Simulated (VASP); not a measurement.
The system is Gd.

```xyz
1
Lattice="-2.0114 2.0114 2.0114 2.0114 -2.0114 2.0114 2.0114 2.0114 -2.0114" Properties=species:S:1:pos:R:3 pbc="T T T"
Gd    0.0000    0.0000    0.0000
```

Base run:

* Program: VASP 6.6.1
* Functional: PBEsol
* Potentials or basis: VASP PAW PBE potentials, release 64 (Gd)
* Cutoff: 520 eV
* k mesh: 9 × 9 × 9
* Occupations: fermi-dirac, width 0.05 eV
* Spin: collinear spin, ferromagnetic start
* Starting moments: [7.0] μB

Its results: pressure -1.7 GPa; net moment 7.60 μB per cell; site moments Gd +7.00 μB.

Q: The run is repeated on the same cell with these changes: functional from PBEsol to PBE; further incar settings from ALGO = Fast; EDIFF = 1e-06; NBANDS = 19 to ALGO = Normal; EDIFF = 1e-06; NBANDS = 19. What comes out?

A: Pressure 0.7 GPa; net moment 7.59 μB per cell; site moments Gd +7.00 μB.

Caveats: the PAW data sets were made with another functional, which shifts forces and pressure a little (some runs).
